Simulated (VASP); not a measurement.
Here is a VASP 6.6.1 calculation.

The input INCAR:

```
PREC = Accurate
ENCUT = 520
EDIFF = 1E-6
ISMEAR = -1
SIGMA = 0.05
LREAL = Auto
LASPH = True
NELM = 100
ALGO = Normal
ISIF = 2
LWAVE = False
LCHARG = False
GGA = PE
IVDW = 12
NBANDS = 58
```

File KPOINTS:

```
regular mesh
0
Gamma
  1 1 1
```

Contents of POSCAR:

```
H18CO9
1.0
    6.7017590000      0.0000000000      0.0000000000
    0.0000000000      6.7017590000      0.0000000000
    0.0000000000      0.0000000000      6.7017590000
O H C
9 18 1
Direct
    0.0889467974     -0.1017941708      1.0989801334
    0.4940046337      0.8497470589      0.8304983811
    0.0701606847      0.5424098360      0.1548996316
    0.6777325177      0.4230232690      0.0005371724
    0.8090562493      0.6389665758      0.4876480936
    1.1208102231      0.0220837544      0.6803885368
    0.5024501776      0.2707498136      0.6698987534
    0.3637850899      0.2553657928      0.1409928349
    0.1496323577      0.6390710260      0.7064115555
   -0.0504345203     -0.1045546401      1.1294348245
    0.1452454497     -0.2207330941      1.1406706806
    0.4482554505      0.9116561786      0.7059191475
    0.3644117910      0.7879573109      0.8970480735
    0.1565111488      0.4329460370      0.0952884161
   -0.0138172680      0.5531532841      0.0392135856
    0.5896959291      0.4091910795     -0.1166559406
    0.6393097693      0.5495870562      0.0475099149
    0.7015471610      0.7252125897      0.4462559755
    0.7956120177      0.5026292351      0.4534630386
    1.0829544900     -0.0447345242      0.8103544159
    1.0678390554     -0.0893198338      0.5699548432
    0.4032075758      0.1686422923      0.6507246829
    0.6191807255      0.1841158418      0.7002639158
    0.4953326433      0.2705856776      0.1341140438
    0.3134997842      0.1177302854      0.1357106396
    0.3307340655      0.5180729417      0.4741889405
    0.1413509498      0.3597413754      0.5620912360
    0.2053639947      0.5168941467      0.5854582357
```

Potentials or basis: VASP PAW PBE potentials, release 64 (O, H, C).

Command:

```bash
$ cat potpaw_PBE.64/O/POTCAR potpaw_PBE.64/H/POTCAR potpaw_PBE.64/C/POTCAR > POTCAR
$ mpirun -np 1 vasp_gam > vasp.out
```

(1) Estimate the band gap on the k mesh.

(2) What does it give for the pressure?

(3) What does it give for the dispersion energy per atom?

(4) What does it give for the largest force?

Results:

(1) 3.34 eV.

(2) 1.7 GPa.

(3) -0.035 eV.

(4) 6.944 eV/Å.

Caveat: the k points lie up to 0.94 Å⁻¹ apart.
